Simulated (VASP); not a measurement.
Runs of VASP 6.6.1 on HfO2. Symmetry: P2_12_12, No. 18, orthorhombic system. The conventional cell has a = 5.080 Å, b = 5.165 Å, c = 4.891 Å, α = 90.00°, β = 90.00°, γ = 90.00°. Hf (site symmetry 1) has 7 O at 1.99 to 2.25 Å within 2.6 Å. O (site symmetry 1) has 3 Hf at 1.99 to 2.25 Å and 1 O at 2.54 Å within 2.6 Å. O (site symmetry 2) has 4 Hf at 2.13 to 2.15 Å and 8 O at 2.56 to 2.73 Å within 2.8 Å. O (site symmetry 2) has 4 Hf at 2.16 to 2.18 Å and 10 O at 2.56 to 2.88 Å within 2.9 Å. 

```tsv
task	level	cell	k mesh	cutoff (eV)	smearing	gap on the mesh (eV)	pressure (GPa)	largest force (eV/Å)
single point	PBE	as given	5 × 5 × 6	520	gaussian 0.012 eV	3.83	6.5	0.11
single point	PBE	as given	3 × 3 × 3	520	fermi-dirac 0.05 eV	4.04	6.5	0.11
single point	RPBE	as given	5 × 5 × 6	520	fermi-dirac 0.05 eV	3.90	(b)	0.15
relaxation of cell and atoms	PBE	relaxed	5 × 5 × 6	600	fermi-dirac 0.05 eV	(c)	0.0	0.01
single point	revPBE	as given	5 × 5 × 6	520	fermi-dirac 0.05 eV	3.88	(a)	0.14
```

Alike in all rows: potentials or basis VASP PAW PBE potentials, release 64 (Hf_pv, O); no spin polarisation.

Q: Estimate the missing entries.

A: (a) 10.3; (b) 11.7; (c) 3.76.

Caveats: some runs use coarse meshes; spin-orbit coupling is left out, which moves the levels of the heavy elements; the PAW data sets were made with another functional, which shifts forces and pressure a little (some runs).

A k mesh can miss the band edges, and the runs leave out spin-orbit coupling on Hf.
